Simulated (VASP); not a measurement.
## SiC: single point with PBE

SiC:

```xyz
2
Lattice="0.0000 2.1781 2.1781 2.1781 0.0000 2.1781 2.1781 2.1781 0.0000" Properties=species:S:1:pos:R:3 pbc="T T T"
Si    0.0000    0.0000    0.0000
C     1.0890    1.0890    1.0890
```

```yaml
Program: VASP 6.6.1
Task: single point
Functional: PBE
Potentials_or_basis: VASP PAW PBE potentials, release 64 (Si, C)
Cutoff: 600 eV
k_mesh: 8 × 8 × 8
Occupations: fermi-dirac, width 0.05 eV
Spin: no spin polarisation
Dipole_correction: no
Further_INCAR_settings: ALGO = Normal; EDIFF = 1e-06; NBANDS = 11
```

| Property | Result |
| --- | --- |
| Pressure | 3.4 GPa |
| Band gap on the k mesh | 1.36 eV, indirect (least direct gap 4.54 eV) |

Levels at points of the mesh, in eV from the valence-band top:
| k point | band 1 | band 2 | band 3 | band 4 | band 5 | band 6 | band 7 | band 8 | band 9 |
| --- | --- | --- | --- | --- | --- | --- | --- | --- | --- |
| (0.00, 0.00, 0.00) | -15.41 | 0.00 | 0.00 | 0.00 | 6.25 | 7.32 | 7.32 | 7.32 | 14.51 |
| (0.50, 0.00, 0.00) | -11.84 | -8.54 | -1.05 | -1.05 | 5.45 | 7.23 | 7.23 | 10.06 | 16.21 |
| (0.50, 0.50, 0.00) | -10.39 | -7.80 | -3.19 | -3.19 | 1.36 | 4.33 | 14.05 | 14.05 | 14.80 |

Wall time 20 s on 1 thread of Intel Xeon 8259CL (shared host), peak memory 0.15 GiB.

A k mesh can miss the band edges.
